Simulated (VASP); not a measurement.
# SnCl3 (P-6m2) in VASP: further runs

SnCl3 is run at these levels: PBE; tasks: single point, relaxation of cell and atoms.

Everything below comes from runs of VASP 6.6.1. Logs are shortened: lines on timing, memory, paths and dates and some standing lists are left out, and cuts for length are marked.

### Step 1. The cell of the first run

The structure is hexagonal, space group P-6m2 (No. 187). Conventional cell: a = 3.216 Å, b = 3.216 Å, c = 11.554 Å, α = 90.00°, β = 90.00°, γ = 120.00°. Sn (site symmetry -6m2) has 6 Sn at 3.22 Å and 6 Cl at 3.48 Å within 4.2 Å. Within 4.2 Å of Cl (site symmetry -6m2) lie 12 Cl at 3.22 to 3.39 Å. Cl (site symmetry 3m) has 9 Cl at 3.22 to 3.39 Å and 3 Sn at 3.48 Å within 4.2 Å.

The cell was built from a structure type or drawn by symmetry, and may not be a known phase.

### Step 2. Single point, PBE

Input file INCAR:

```
SYSTEM = SnCl3
PREC = Accurate
ENCUT = 520
EDIFF = 1E-7
ISMEAR = 0
SIGMA = 0.1
LREAL = .FALSE.
LASPH = .TRUE.
NELM = 60
ALGO = Normal
ISIF = 2
LWAVE = .FALSE.
LCHARG = .TRUE.
GGA = PE
LELF = .TRUE.
LVHAR = .TRUE.
NBANDS = 26
```

Input file KPOINTS:

```
regular mesh
0
G
  6 6 2
  0 0 0
```

Input file POSCAR:

```
SnCl3
1.0
    3.2160157600      0.0000000000      0.0000000000
   -1.6080078800      2.7851513500      0.0000000000
    0.0000000000      0.0000000000     11.5537748400
Sn Cl
1 3
Direct
    0.0000000000      0.0000000000      0.5000000000
    0.0000000000      0.0000000000      0.0000000000
    0.3333333300      0.6666666700      0.7547884000
    0.3333333300      0.6666666700      0.2452116000
```

Potentials or basis: VASP PAW PBE potentials, release 64 (Sn_d, Cl).

Launch:

```bash
$ cat potpaw_PBE.64/Sn_d/POTCAR potpaw_PBE.64/Cl/POTCAR > POTCAR
$ mpirun -np 1 vasp_std > vasp.out
```

OUTCAR:

```text
SYSTEM = SnCl3
   PREC = Accurate
   ENCUT = 520
   EDIFF = 1E-7
   ISMEAR = 0
   LREAL = .FALSE.
   LASPH = .TRUE.
   NELM = 60
   ISIF = 2
   GGA = PE

 ion  position               nearest neighbor table
   1  0.000  0.000  0.500-
   2  0.000  0.000  0.000-
   3  0.333  0.667  0.755-
   4  0.333  0.667  0.245-

  LATTYP: Found a hexagonal cell.
 ALAT       =     3.2160157600
 C/A-ratio  =     3.5925740737

  Lattice vectors:

 A1 = (   3.2160157600,   0.0000000000,   0.0000000000)
 A2 = (  -1.6080078800,   2.7851513500,   0.0000000000)
 A3 = (   0.0000000000,   0.0000000000,  11.5537748400)

Analysis of symmetry for initial positions (statically):
=====================================================================
 Subroutine PRICEL returns:
 Original cell was already a primitive cell.

 Routine SETGRP: Setting up the symmetry group for a
 hexagonal supercell.

 Subroutine GETGRP returns: Found 12 space group operations
 (whereof 12 operations were pure point group operations)
 out of a pool of 24 trial point group operations.

The static configuration has the point symmetry D_3h.

Analysis of symmetry for dynamics (positions and initial velocities):
=====================================================================
 Subroutine PRICEL returns:
 Original cell was already a primitive cell.

 Routine SETGRP: Setting up the symmetry group for a
 hexagonal supercell.

 Subroutine GETGRP returns: Found 12 space group operations
 (whereof 12 operations were pure point group operations)
 out of a pool of 24 trial point group operations.

The dynamic configuration has the point symmetry D_3h.

 Subroutine INISYM returns: Found 12 space group operations
 (whereof 12 operations are pure point group operations),
 and found     1 'primitive' translations

----------------------------------------------------------------------------------------

                                     Primitive cell

  volume of cell :     103.4882

  direct lattice vectors                    reciprocal lattice vectors
     3.216015760  0.000000000  0.000000000     0.310943750  0.179523457  0.000000000
[... 74 lines left out ...]
   LNONCOLLINEAR =      F non collinear calculations
   LSORBIT =      F    spin-orbit coupling
   LASPH  =      T    aspherical Exc in radial PAW
   ENCUT  =  520.0 eV  38.22 Ry    6.18 a.u.   5.98  5.98 21.48*2*pi/ulx,y,z
   NELM   =     60;   NELMIN=  2; NELMDL= -5     # of ELM steps
   EDIFF  = 0.1E-06   stopping-criterion for ELM
   LREAL  =      F    real-space projection
   EDIFFG = 0.1E-05   stopping-criterion for IOM
   NSW    =      0    number of steps for IOM
   IBRION =     -1    ionic relax: 0-MD 1-quasi-New 2-CG
   NFREE  =      0    steps in history (QN), initial steepest desc. (CG)
   ISIF   =      2    stress and relaxation
   ISYM   =      2    0-nonsym 1-usesym 2-fastsym
   POTIM  = 0.5000    time-step for ionic-motion
   TEBEG  =    0.0;   TEEND  =   0.0 temperature during run
   PSTRESS=    0.0 pullay stress
   NELECT =      35.0000    total number of electrons
   NUPDOWN=      -1.0000    fix difference up-down
   EMIN   =  10.00;   EMAX   =-10.00  energy-range for DOS
   EFERMI =   0.00;   METHOD = LEGACY
   ISMEAR =     0;   SIGMA  =   0.10  broadening in eV -4-tet -1-fermi 0-gaus
   EFERMI_NEDOS =   21; number of points for ismear=-14 and -15
   IALGO  =     38    algorithm
   IMIX   =      4    mixing-type and parameters
     AMIX     =   0.40;   BMIX     =  1.00
     AMIX_MAG =   1.60;   BMIX_MAG =  1.00
  volume/ion in A,a.u.               =      25.87       174.59
  Fermi-wavevector in a.u.,A,eV,Ry     =   1.140601  2.155424 17.700792  1.300971
  Thomas-Fermi vector in A             =   2.277303
   LORBIT       =      0    0 simple, 1 ext, 2 COOP (PROOUT), +10 PAW based schemes
   GGA     = PE    functional components
   LHFCALC =     F    Hartree Fock is set to
   AEXX    =    0.0000 exact exchange contribution
   IVDW    =     0    specifies the selected vdW correction
   LEPSILON=     F    determine dielectric tensor
   LRPA    =     F    only Hartree local field effects (RPA)
 non-spin polarized calculation
 Gauss-broadening in eV      SIGMA  =   0.10
  energy-cutoff  :      520.00
  volume of cell :      103.49
 maximum number of plane-waves:      2844
 NGX is ok and might be reduce to    24
   NGX = 11   NGY = 11   NGZ = 43

 number of electron      34.9999993 magnetization

 Free energy of the ion-electron system (eV)
  ---------------------------------------------------
  ext. energy  EPLUGINS =         0.00000000
  ---------------------------------------------------
  free energy    TOTEN  =        -7.92465695 eV

  energy without entropy =       -7.89926592  energy(sigma->0) =       -7.91196144

 E-fermi :   2.0688     XC(G=0):  -9.1071

 val. band max:        2.0571239556   @ k =   0.3333   0.3333   0.5000
 cond. band min:       2.0981556161   @ k =   0.5000   0.0000   0.0000
 fundamental gap:      0.0410316605
 Fermi energy:         2.0687521971

 k-point     1 :       0.0000    0.0000    0.0000
  band No.  band energies     occupation
      1     -19.5782      2.00000
      2     -19.4769      2.00000
      3     -19.4769      2.00000
      4     -19.4066      2.00000
      5     -19.4066      2.00000
      6     -12.1523      2.00000
[... 395 lines left out ...]
     25      13.3356      0.00000
     26      13.7663      0.00000

------------------------ aborting loop because EDIFF is reached ----------------------------------------

  FORCE on cell =-STRESS in cart. coord.  units (eV):
  Direction    XX          YY          ZZ          XY          YZ          ZX
  --------------------------------------------------------------------------------------
  -------------------------------------------------------------------------------------
  Total       -0.9212786     -0.9212786     -3.8256821      0.0000000     -0.0000000      0.0000000
  in kB      -14.2629942    -14.2629942    -59.2282079      0.0000000     -0.0000000      0.0000000
  external PRESSURE =     -29.2513988 kB  Pullay stress =       0.0000000 kB

 VOLUME and BASIS-vectors are now :
 -----------------------------------------------------------------------------
  energy-cutoff  :      520.00
  volume of cell :      103.49
      direct lattice vectors                 reciprocal lattice vectors
     3.216015760  0.000000000  0.000000000     0.310943750  0.179523457  0.000000000
    -1.608007880  2.785151350  0.000000000     0.000000000  0.359046915  0.000000000
     0.000000000  0.000000000 11.553774840     0.000000000  0.000000000  0.086551799

 POSITION                                       TOTAL-FORCE (eV/Angst)
 -----------------------------------------------------------------------------------
      0.00000      0.00000      5.77689         0.000000     -0.000000      0.000000
      0.00000      0.00000      0.00000         0.000000     -0.000000      0.000000
     -0.00000      1.85677      8.72066        -0.000000      0.000000     -1.086945
     -0.00000      1.85677      2.83312        -0.000000      0.000000      1.086945
 -----------------------------------------------------------------------------------
    total drift:                                0.000031     -0.000018      0.000000

  FREE ENERGIE OF THE ION-ELECTRON SYSTEM (eV)
  ---------------------------------------------------
  free  energy   TOTEN  =        -7.9246569547 eV

  energy  without entropy=       -7.8992659208  energy(sigma->0) =       -7.91196144
```

OSZICAR:

```text
N       E                     dE             d eps       ncg     rms          rms(c)
DAV:   1     0.316868536345E+03    0.31687E+03   -0.15501E+04   732   0.146E+03
DAV:   2     0.348434667822E+02   -0.28203E+03   -0.26820E+03   776   0.383E+02
DAV:   3    -0.752124007012E+01   -0.42365E+02   -0.40714E+02   870   0.129E+02
DAV:   4    -0.934076756840E+01   -0.18195E+01   -0.17872E+01   912   0.293E+01
DAV:   5    -0.938309526504E+01   -0.42328E-01   -0.42310E-01  1054   0.479E+00    0.545E+00
DAV:   6    -0.871978510937E+01    0.66331E+00   -0.20616E+01  1028   0.106E+01    0.579E+00
DAV:   7    -0.858623794080E+01    0.13355E+00   -0.63133E+00   948   0.582E+00    0.558E+00
DAV:   8    -0.794211318853E+01    0.64412E+00   -0.51481E-01   990   0.352E+00    0.207E+00
DAV:   9    -0.793063653542E+01    0.11477E-01   -0.17763E-01   860   0.227E+00    0.801E-01
DAV:  10    -0.792753808690E+01    0.30984E-02   -0.91072E-03   964   0.638E-01    0.602E-01
DAV:  11    -0.792471060502E+01    0.28275E-02   -0.50636E-03   928   0.369E-01    0.149E-01
DAV:  12    -0.792469210179E+01    0.18503E-04   -0.12502E-03   850   0.195E-01    0.617E-02
DAV:  13    -0.792465529816E+01    0.36804E-04   -0.76026E-05   934   0.551E-02    0.238E-02
DAV:  14    -0.792465583162E+01   -0.53346E-06   -0.12845E-05   856   0.198E-02    0.954E-03
DAV:  15    -0.792465716329E+01   -0.13317E-05   -0.10779E-06   926   0.680E-03    0.403E-03
DAV:  16    -0.792465692768E+01    0.23561E-06   -0.43615E-07   976   0.351E-03    0.633E-04
DAV:  17    -0.792465695474E+01   -0.27058E-07   -0.32571E-08   510   0.121E-03
   1 F= -.79246570E+01 E0= -.79119614E+01  d E =-.253910E-01
```

Wall time 27 s (1 thread of Intel Xeon Platinum 8488C (Sapphire Rapids), shared host); peak memory 0.22 GiB.

Results:

* Free energy: -7.9247 eV
* Pressure: -2.9 GPa
* Largest force: 1.087 eV/Å
* Band gap on the k mesh: zero (an odd number of electrons rules out a gap without spin polarisation)

Forces in eV/Å, atoms in the order of the input:
```
Sn   0.000  0.000  0.000
Cl   0.000  0.000  0.000
Cl   0.000  0.000 -1.087
Cl   0.000  0.000  1.087
```

Stress tensor (GPa, compression positive):
```
-1.43  0.00  0.00
 0.00 -1.43  0.00
 0.00  0.00 -5.92
```

Caveat: the k points lie up to 0.38 Å⁻¹ apart, too coarse for converged energies and pressures of a metal; spin-orbit coupling is left out, which moves the levels of the heavy elements; an odd number of electrons without spin polarisation forces a metal; a magnetic or distorted state may lie lower.

### Step 3. Single point, PBE

This run uses another cell than the first one, of 31.10 Å³/atom.

Input file INCAR:

```
ALGO = Normal
EDIFF = 1E-6
ENCUT = 520
GGA = PE
ISIF = 2
ISMEAR = 0
LASPH = True
LCHARG = False
LREAL = False
LWAVE = False
NBANDS = 26
NELM = 100
PREC = Accurate
SIGMA = 0.1
```

Input file KPOINTS:

```
k-points
0
Gamma
  6 6 2
```

Input file POSCAR:

```
SnCl3
1.0
    3.9650949321      0.0000000000      0.0000000000
   -1.9825474661      3.4338729396      0.0000000000
    0.0000000000      0.0000000000      9.1355047247
Sn Cl
1 3
Direct
    0.0000000000      0.0000000000      0.5000000000
    0.0000000000      0.0000000000      0.0000000000
    0.3333333333      0.6666666667      0.6878300088
    0.3333333333      0.6666666667      0.3121699912
```

Potentials or basis: VASP PAW PBE potentials, release 64 (Sn_d, Cl).

Launch:

```bash
$ cat potpaw_PBE.64/Sn_d/POTCAR potpaw_PBE.64/Cl/POTCAR > POTCAR
$ mpirun -np 1 vasp_std > vasp.out
```

Run time: 38 s. Hardware: 1 thread of Intel Xeon Platinum 8488C (Sapphire Rapids), shared host; peak memory 0.24 GiB.

The run converged. Its results:

```
Free energy            : -10.6517 eV
Pressure               : -0.1 GPa
Largest force          : 0.020 eV/Å
Band gap on the k mesh : zero (an odd number of electrons rules out a gap without spin polarisation)
```

Forces on the atoms (eV/Å):
```
Sn   0.000  0.000  0.000
Cl   0.000  0.000  0.000
Cl   0.000  0.000 -0.020
Cl   0.000  0.000  0.020
```

Stress tensor (GPa, compression positive):
```
-0.06  0.00  0.00
 0.00 -0.06  0.00
 0.00  0.00 -0.14
```

Levels at points of the mesh, in eV from the Fermi level:
```csv
k point,band 14,band 15,band 16,band 17,band 18,band 19,band 20,band 21,band 22,band 23
"(0.00, 0.00, 0.00)",-1.67,-0.79,-0.31,0.13,0.13,3.24,4.40,4.40,7.88,8.01
"(0.50, 0.00, 0.00)",-1.63,-1.14,-0.40,-0.23,-0.10,2.39,4.36,4.47,8.01,8.97
"(0.00, 0.00, 0.50)",-1.68,-1.34,0.12,0.14,0.14,3.05,4.40,4.40,8.09,8.33
"(0.50, 0.00, 0.50)",-1.80,-0.79,-0.71,-0.20,-0.09,2.49,4.38,4.45,8.12,8.76
```

Caveat: spin-orbit coupling is left out, which moves the levels of the heavy elements; this functional lacks dispersion, which binds the layers, so the pressure and a relaxed spacing across them are unreliable; an odd number of electrons without spin polarisation forces a metal; a magnetic or distorted state may lie lower.

(Continued in part 2 of 2.)
